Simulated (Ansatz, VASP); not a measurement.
**Ca3As2 in VASP and in Ansatz**

```
CELL_PARAMETERS angstrom
6.15382 0.00000 0.00000
-3.07691 5.32937 0.00000
0.00000 0.00000 6.29648
ATOMIC_POSITIONS crystal
Ca 0.50000 0.00000 0.00000
Ca 0.00000 0.50000 0.00000
Ca 0.50000 0.50000 0.00000
As 0.00000 0.00000 0.20100
As 0.00000 0.00000 0.79900
```

Alike in both runs: functional PBE; k mesh 6 × 6 × 6; occupations gaussian, width 0.1 eV; no spin polarisation.

Ansatz relaxed the structure, and its values are those at the end. VASP's run is a single point on that final structure, the one shown.

```csv
,VASP,Ansatz
version,VASP 6.6.1,Ansatz 0.2.0
potentials or method,"VASP PAW PBE potentials, release 64 (Ca_sv, As), cutoff 520 eV","scalar-relativistic, plane waves, PAW"
valence electrons in the cell,40,60
```

Ansatz gave:

* gap on the k mesh at the Fermi level (eV): none
* pressure (GPa): 0.0
* rms of the force components (eV/Å): 0.001

Q: Estimate VASP's values.

A: gap on the k mesh at the Fermi level (eV): none; pressure (GPa): 0.1; rms of the force components (eV/Å): 0.013.

A gap of «none» marks a metal or a gap that the smearing closes. VASP's potentials hold 40 valence electrons a cell and Ansatz's 60, so a difference there can come from the potentials and not from the codes.
